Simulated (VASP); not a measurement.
Here is a VASP 6.6.1 calculation.

The input INCAR:

```
  ALGO = Normal
  EDIFF = 1E-7
  ENCUT = 520
  ISIF = 2
  ISMEAR = -1
  LASPH = T
  LCHARG = F
  LREAL = F
  LWAVE = F
  NBANDS = 12
  NELM = 100
  PREC = Accurate
  SIGMA = 0.05
```

The input KPOINTS:

```
k-points
0
Gamma
  11 11 11
```

Contents of POSCAR:

```
Ta
1.0
   -1.6260334850      1.6260334850      1.6260334850
    1.6260334850     -1.6260334850      1.6260334850
    1.6260334850      1.6260334850     -1.6260334850
Ta
1
Direct
    0.0000000000      0.0000000000      0.0000000000
```

Potentials or basis: VASP PAW LDA potentials, release 64 (Ta_pv).

Launch:

```sh
$ cat potpaw_LDA.64/Ta_pv/POTCAR > POTCAR
$ mpirun -np 1 vasp_std > vasp.out
```

Problem. What does it give for the pressure?

Solution. 1.1 GPa.
